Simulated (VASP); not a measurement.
Input of a VASP 6.6.1 run:

Contents of INCAR:

```
  PREC = Accurate
  ENCUT = 520
  EDIFF = 1E-8
  ISMEAR = -1
  SIGMA = 0.02
  LREAL = F
  LASPH = T
  NELM = 100
  ALGO = Normal
  ISIF = 2
  LWAVE = F
  LCHARG = F
  GGA = PE
  LEFG = T
  ISYM = 0
  NBANDS = 44
```

Contents of KPOINTS:

```
Automatic mesh
0
Gamma
  4 4 4
  0.5 0.5 0.5
```

Contents of POSCAR:

```
CO2
1.0
    5.6200000000      0.0000000000      0.0000000000
    0.0000000000      5.6200000000      0.0000000000
    0.0000000000      0.0000000000      5.6200000000
C O
4 8
Direct
    0.0000000000      0.0000000000      0.0000000000
    0.5000000000      0.0000000000      0.5000000000
    0.5000000000      0.5000000000      0.0000000000
    0.0000000000      0.5000000000      0.5000000000
    0.1200165075      0.1200165075      0.1200165075
    0.3799834925      0.8799834925      0.6200165075
    0.6200165075      0.3799834925      0.8799834925
    0.8799834925      0.6200165075      0.3799834925
    0.8799834925      0.8799834925      0.8799834925
    0.6200165075      0.1200165075      0.3799834925
    0.3799834925      0.6200165075      0.1200165075
    0.1200165075      0.3799834925      0.6200165075
```

Potentials or basis: VASP PAW PBE potentials, release 64 (C, O).

Launch:

```console
$ cat potpaw_PBE.64/C/POTCAR potpaw_PBE.64/O/POTCAR > POTCAR
$ mpirun -np 1 vasp_std > vasp.out
```

Question: Predict the largest force.

Answer: 0.653 eV/Å.

Question: Predict the band gap on the k mesh.

Answer: 7.11 eV, direct.

Electric field gradients, principal values (V/Å²):
```
atom    least   middle  greatest (by size)
 1 C   24.986   24.986             -49.972
 2 C   24.986   24.986             -49.972
 3 C   24.986   24.986             -49.972
 4 C   24.986   24.986             -49.972
 5 O  -34.188  -34.188              68.376
 6 O  -34.188  -34.188              68.376
 7 O  -34.188  -34.188              68.376
 8 O  -34.188  -34.188              68.376
 9 O  -34.188  -34.188              68.376
10 O  -34.188  -34.188              68.376
11 O  -34.188  -34.188              68.376
12 O  -34.188  -34.188              68.376
```

Caveat: without QUAD_EFG the Cq values of the log hold for a quadrupole moment of 1 mb, not for the nuclei. As with any semilocal functional, this PBE gap is likely too small.
